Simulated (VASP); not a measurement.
# SnTe (F-43m) in VASP: further runs

Runs on SnTe. Level: r2SCAN. Tasks: single point.

Program: VASP 6.6.1. These are calculated values, not measurements. Logs are shortened: lines on timing, memory, paths and dates and some standing lists are left out, and cuts for length are marked.

## 1. The cell of the first run

Symmetry: F-43m, No. 216, cubic system. Conventional cell: a = 7.168 Å, b = 7.168 Å, c = 7.168 Å, α = 90.00°, β = 90.00°, γ = 90.00°. Within 4.1 Å of Sn (site symmetry -43m) lie 4 Te at 3.10 Å. Within 4.1 Å of Te (site symmetry -43m) lie 4 Sn at 3.10 Å.

## 2. Single point, r2SCAN

Input file POSCAR:

```
SnTe
1.0
    0.0000000000      3.5839840137      3.5839840137
    3.5839840137      0.0000000000      3.5839840137
    3.5839840137      3.5839840137      0.0000000000
Sn Te
1 1
Direct
    0.0000000000      0.0000000000      0.0000000000
    0.2500000000      0.2500000000      0.2500000000
```

Input file INCAR.step1:

```
SYSTEM = SnTe
ALGO = Normal
EDIFF = 1E-4
ENCUT = 520
GGA = PE
ISMEAR = 1
LASPH = .TRUE.
LCHARG = .FALSE.
LREAL = .FALSE.
LWAVE = .TRUE.
NBANDS = 17
NELM = 100
PREC = Accurate
SIGMA = 0.001
```

Input file INCAR.step2:

```
SYSTEM = SnTe
ALGO = Normal
EDIFF = 1E-6
ENCUT = 520
ISIF = 2
ISMEAR = 1
ISTART = 1
LASPH = .TRUE.
LCHARG = .FALSE.
LMIXTAU = .TRUE.
LREAL = .FALSE.
LWAVE = .FALSE.
METAGGA = R2SCAN
NBANDS = 17
NELM = 100
PREC = Accurate
SIGMA = 0.001
```

Input file KPOINTS:

```
k-points
0
G
  4 4 4
  0 0 0
```

Potentials or basis: VASP PAW PBE potentials, release 64 (Sn_d, Te).

Run with:

```sh
$ cat potpaw_PBE.64/Sn_d/POTCAR potpaw_PBE.64/Te/POTCAR > POTCAR
$ cp INCAR.step1 INCAR
$ mpirun -np 1 vasp_std > vasp.out
$ cp INCAR.step2 INCAR
$ mpirun -np 1 vasp_std > vasp.out
```

OUTCAR:

```text
SYSTEM = SnTe
   EDIFF = 1E-6
   ENCUT = 520
   ISIF = 2
   ISMEAR = 1
   ISTART = 1
   LASPH = .TRUE.
   LREAL = .FALSE.
   METAGGA = R2SCAN
   NELM = 100
   PREC = Accurate

 ion  position               nearest neighbor table
   1  0.000  0.000  0.000-   2 3.10   2 3.10   2 3.10   2 3.10
   2  0.250  0.250  0.250-   1 3.10   1 3.10   1 3.10   1 3.10

  LATTYP: Found a face centered cubic cell.
 ALAT       =     7.1679680274

  Lattice vectors:

 A1 = (   0.0000000000,   3.5839840137,   3.5839840137)
 A2 = (   3.5839840137,   0.0000000000,   3.5839840137)
 A3 = (   3.5839840137,   3.5839840137,   0.0000000000)

Analysis of symmetry for initial positions (statically):
=====================================================================
 Subroutine PRICEL returns:
 Original cell was already a primitive cell.

 Routine SETGRP: Setting up the symmetry group for a
 face centered cubic supercell.

 Subroutine GETGRP returns: Found 24 space group operations
 (whereof 24 operations were pure point group operations)
 out of a pool of 48 trial point group operations.

The static configuration has the point symmetry T_d .

Analysis of symmetry for dynamics (positions and initial velocities):
=====================================================================
 Subroutine PRICEL returns:
 Original cell was already a primitive cell.

 Routine SETGRP: Setting up the symmetry group for a
 face centered cubic supercell.

 Subroutine GETGRP returns: Found 24 space group operations
 (whereof 24 operations were pure point group operations)
 out of a pool of 48 trial point group operations.

The dynamic configuration has the point symmetry T_d .

 Subroutine INISYM returns: Found 24 space group operations
 (whereof 24 operations are pure point group operations),
 and found     1 'primitive' translations

----------------------------------------------------------------------------------------

                                     Primitive cell

  volume of cell :      92.0721

  direct lattice vectors                    reciprocal lattice vectors
     0.000000000  3.583984014  3.583984014    -0.139509551  0.139509551  0.139509551
     3.583984014  0.000000000  3.583984014     0.139509551 -0.139509551  0.139509551
     3.583984014  3.583984014  0.000000000     0.139509551  0.139509551 -0.139509551

  length of vectors
     5.068518800  5.068518800  5.068518800     0.241637630  0.241637630  0.241637630

  position of ions in fractional coordinates (direct lattice)
     0.000000000  0.000000000  0.000000000
     0.250000000  0.250000000  0.250000000

  ion indices of the primitive-cell ions
   primitive index   ion index
                 1           1
                 2           2

----------------------------------------------------------------------------------------

 KPOINTS: k-points

Automatic generation of k-mesh.
 Grid dimensions read from file:
 generate k-points for:    4    4    4

 Generating k-lattice:

  Cartesian coordinates                     Fractional coordinates (reciprocal lattice)
    -0.034877388  0.034877388  0.034877388     0.250000000  0.000000000  0.000000000
     0.034877388 -0.034877388  0.034877388     0.000000000  0.250000000  0.000000000
     0.034877388  0.034877388 -0.034877388     0.000000000  0.000000000  0.250000000

  Length of vectors
     0.060409408  0.060409408  0.060409408

  Shift w.r.t. Gamma in fractional coordinates (k-lattice)
     0.000000000  0.000000000  0.000000000

 Subroutine IBZKPT returns following result:
 ===========================================

 Found      8 irreducible k-points:

 Following reciprocal coordinates:
            Coordinates               Weight
  0.000000  0.000000  0.000000      1.000000
  0.250000  0.000000  0.000000      8.000000
  0.500000  0.000000  0.000000      4.000000
  0.250000  0.250000  0.000000      6.000000
  0.500000  0.250000  0.000000     24.000000
 -0.250000  0.250000  0.000000     12.000000
  0.500000  0.500000  0.000000      3.000000
 -0.250000  0.500000  0.250000      6.000000
   k-points           NKPTS =      8   k-points in BZ     NKDIM =      8   number of bands    NBANDS=     17
   number of dos      NEDOS =    301   number of ions     NIONS =      2
   total plane-waves  NPLWV =  64000
   dimension x,y,z NGX =    40 NGY =   40 NGZ =   40
   dimension x,y,z NGXF=    80 NGYF=   80 NGZF=   80
   ions per type =               1   1
   NGX,Y,Z   is equivalent  to a cutoff of  13.12, 13.12, 13.12 a.u.
   NGXF,Y,Z  is equivalent  to a cutoff of  26.24, 26.24, 26.24 a.u.
 SYSTEM =  SnTe
   PREC   = accura    normal or accurate (medium, high low for compatibility)
   ISTART =      1    job   : 0-new  1-cont  2-samecut
   ICHARG =      0    charge: 1-file 2-atom 10-const
   ISPIN  =      1    spin polarized calculation?
   LNONCOLLINEAR =      F non collinear calculations
   LSORBIT =      F    spin-orbit coupling
   LASPH  =      T    aspherical Exc in radial PAW
   ENCUT  =  520.0 eV  38.22 Ry    6.18 a.u.   9.42  9.42  9.42*2*pi/ulx,y,z
   NELM   =    100;   NELMIN=  2; NELMDL=  0     # of ELM steps
   EDIFF  = 0.1E-05   stopping-criterion for ELM
   LREAL  =      F    real-space projection
   EDIFFG = 0.1E-04   stopping-criterion for IOM
   NSW    =      0    number of steps for IOM
   IBRION =     -1    ionic relax: 0-MD 1-quasi-New 2-CG
   NFREE  =      0    steps in history (QN), initial steepest desc. (CG)
   ISIF   =      2    stress and relaxation
   ISYM   =      2    0-nonsym 1-usesym 2-fastsym
   POTIM  = 0.5000    time-step for ionic-motion
   TEBEG  =    0.0;   TEEND  =   0.0 temperature during run
   PSTRESS=    0.0 pullay stress
   NELECT =      20.0000    total number of electrons
   NUPDOWN=      -1.0000    fix difference up-down
   EMIN   =  10.00;   EMAX   =-10.00  energy-range for DOS
   EFERMI =   0.00;   METHOD = LEGACY
   ISMEAR =     1;   SIGMA  =   0.00  broadening in eV -4-tet -1-fermi 0-gaus
   EFERMI_NEDOS =   21; number of points for ismear=-14 and -15
   IALGO  =     38    algorithm
   IMIX   =      4    mixing-type and parameters
     AMIX     =   0.40;   BMIX     =  1.00
     AMIX_MAG =   1.60;   BMIX_MAG =  1.00
  volume/ion in A,a.u.               =      46.04       310.67
  Fermi-wavevector in a.u.,A,eV,Ry     =   0.984107  1.859692 13.176774  0.968466
  Thomas-Fermi vector in A             =   2.115314
   LORBIT       =      0    0 simple, 1 ext, 2 COOP (PROOUT), +10 PAW based schemes
   METAGGA = R2SCAN    functional components
   LHFCALC =     F    Hartree Fock is set to
   AEXX    =    0.0000 exact exchange contribution
   IVDW    =     0    specifies the selected vdW correction
   LEPSILON=     F    determine dielectric tensor
   LRPA    =     F    only Hartree local field effects (RPA)
 non-spin polarized calculation
 Methfessel and Paxton  Order N= 1 SIGMA  =   0.00
  energy-cutoff  :      520.00
  volume of cell :       92.07
 maximum number of plane-waves:      2493
 NGX is ok and might be reduce to    40
   NGX = 19   NGY = 19   NGZ = 19

 number of electron      20.0000005 magnetization

 Free energy of the ion-electron system (eV)
  ---------------------------------------------------
  ext. energy  EPLUGINS =         0.00000000
  ---------------------------------------------------
  free energy    TOTEN  =       -50.07884402 eV

  energy without entropy =      -50.07884402  energy(sigma->0) =      -50.07884402

 E-fermi :   3.3565     XC(G=0):  -8.0519

 val. band max:        3.3366216362   @ k =  -0.2500   0.5000   0.2500
 cond. band min:       3.4217838786   @ k =   0.5000   0.5000   0.0000
 fundamental gap:      0.0851622424
 Fermi energy:         3.3565109164

 k-point     1 :       0.0000    0.0000    0.0000
  band No.  band energies     occupation
      1     -19.2678      2.00000
      2     -19.2678      2.00000
      3     -19.2678      2.00000
      4     -19.2531      2.00000
      5     -19.2531      2.00000
      6      -8.9051      2.00000
[... 9 lines left out ...]
     16      10.0688      0.00000
     17      11.2265      0.00000

 k-point     2 :       0.2500    0.0000    0.0000
  band No.  band energies     occupation
      1     -19.2687      2.00000
      2     -19.2670      2.00000
      3     -19.2670      2.00000
      4     -19.2530      2.00000
      5     -19.2530      2.00000
      6      -8.6334      2.00000
[... 9 lines left out ...]
     16       9.4344      0.00000
     17      10.6891      0.00000

 k-point     3 :       0.5000    0.0000    0.0000
  band No.  band energies     occupation
      1     -19.2696      2.00000
      2     -19.2661      2.00000
      3     -19.2661      2.00000
      4     -19.2529      2.00000
      5     -19.2529      2.00000
      6      -8.2906      2.00000
[... 9 lines left out ...]
     16      10.5638      0.00000
     17      10.5638      0.00000

 k-point     4 :       0.2500    0.2500    0.0000
  band No.  band energies     occupation
      1     -19.2701      2.00000
      2     -19.2660      2.00000
      3     -19.2660      2.00000
      4     -19.2535      2.00000
      5     -19.2526      2.00000
      6      -8.5358      2.00000
[... 9 lines left out ...]
     16      10.7093      0.00000
     17      12.5619      0.00000

 k-point     5 :       0.5000    0.2500    0.0000
  band No.  band energies     occupation
      1     -19.2707      2.00000
      2     -19.2654      2.00000
      3     -19.2652      2.00000
      4     -19.2535      2.00000
      5     -19.2525      2.00000
      6      -8.1734      2.00000
[... 9 lines left out ...]
     16      10.8199      0.00000
     17      11.7141      0.00000

 k-point     6 :      -0.2500    0.2500    0.0000
  band No.  band energies     occupation
      1     -19.2698      2.00000
      2     -19.2660      2.00000
      3     -19.2659      2.00000
      4     -19.2530      2.00000
      5     -19.2530      2.00000
      6      -8.3019      2.00000
[... 9 lines left out ...]
     16      10.4692      0.00000
     17      11.8334      0.00000

 k-point     7 :       0.5000    0.5000    0.0000
  band No.  band energies     occupation
      1     -19.2723      2.00000
      2     -19.2642      2.00000
      3     -19.2642      2.00000
      4     -19.2540      2.00000
      5     -19.2521      2.00000
      6      -8.0364      2.00000
[... 9 lines left out ...]
     16      11.8544      0.00000
     17      11.8544      0.00000

 k-point     8 :      -0.2500    0.5000    0.2500
  band No.  band energies     occupation
      1     -19.2710      2.00000
      2     -19.2656      2.00000
      3     -19.2643      2.00000
      4     -19.2535      2.00000
      5     -19.2526      2.00000
      6      -8.0327      2.00000
[... 9 lines left out ...]
     16      11.5703      0.00000
     17      11.6499      0.00000

------------------------ aborting loop because EDIFF is reached ----------------------------------------

  FORCE on cell =-STRESS in cart. coord.  units (eV):
  Direction    XX          YY          ZZ          XY          YZ          ZX
  --------------------------------------------------------------------------------------
  -------------------------------------------------------------------------------------
  Total       -0.0662679     -0.0662679     -0.0662679      0.0000000      0.0000000     -0.0000000
  in kB       -1.1531490     -1.1531490     -1.1531490      0.0000000      0.0000000     -0.0000000
  external PRESSURE =      -1.1531490 kB  Pullay stress =       0.0000000 kB

 VOLUME and BASIS-vectors are now :
 -----------------------------------------------------------------------------
  energy-cutoff  :      520.00
  volume of cell :       92.07
      direct lattice vectors                 reciprocal lattice vectors
     0.000000000  3.583984014  3.583984014    -0.139509551  0.139509551  0.139509551
     3.583984014  0.000000000  3.583984014     0.139509551 -0.139509551  0.139509551
     3.583984014  3.583984014  0.000000000     0.139509551  0.139509551 -0.139509551

 POSITION                                       TOTAL-FORCE (eV/Angst)
 -----------------------------------------------------------------------------------
      0.00000      0.00000      0.00000         0.000000     -0.000000     -0.000000
      1.79199      1.79199      1.79199        -0.000000      0.000000      0.000000
 -----------------------------------------------------------------------------------
    total drift:                                0.000002      0.000002      0.000002

  FREE ENERGIE OF THE ION-ELECTRON SYSTEM (eV)
  ---------------------------------------------------
  free  energy   TOTEN  =       -50.0788440228 eV

  energy  without entropy=      -50.0788440228  energy(sigma->0) =      -50.07884402
```

It used 130 s of CPU time on 1 thread of AMD EPYC 7R13 Processor (Zen 3), on a shared host.

What came out:

- Free energy: -50.0788 eV
- Pressure: -0.1 GPa
- Band gap on the k mesh: 0.09 eV (least direct gap 0.87 eV)

Levels at points of the mesh, in eV from the valence-band top:
```csv
k point,band 7,band 8,band 9,band 10,band 11,band 12,band 13,band 14
"(0.00, 0.00, 0.00)",-5.21,-2.24,-2.24,-2.24,1.00,1.00,1.00,4.23
"(0.50, 0.00, 0.00)",-7.40,-2.81,-2.81,-2.18,1.86,1.86,3.65,5.83
"(0.50, 0.50, 0.00)",-7.81,-3.51,-3.51,-0.78,0.09,4.15,4.15,5.68
```

Caveat: the PAW data sets were made with another functional, which shifts forces and pressure a little; spin-orbit coupling is left out, which moves the levels of the heavy elements. A k mesh can miss the band edges.

[end of part 1 of 2]
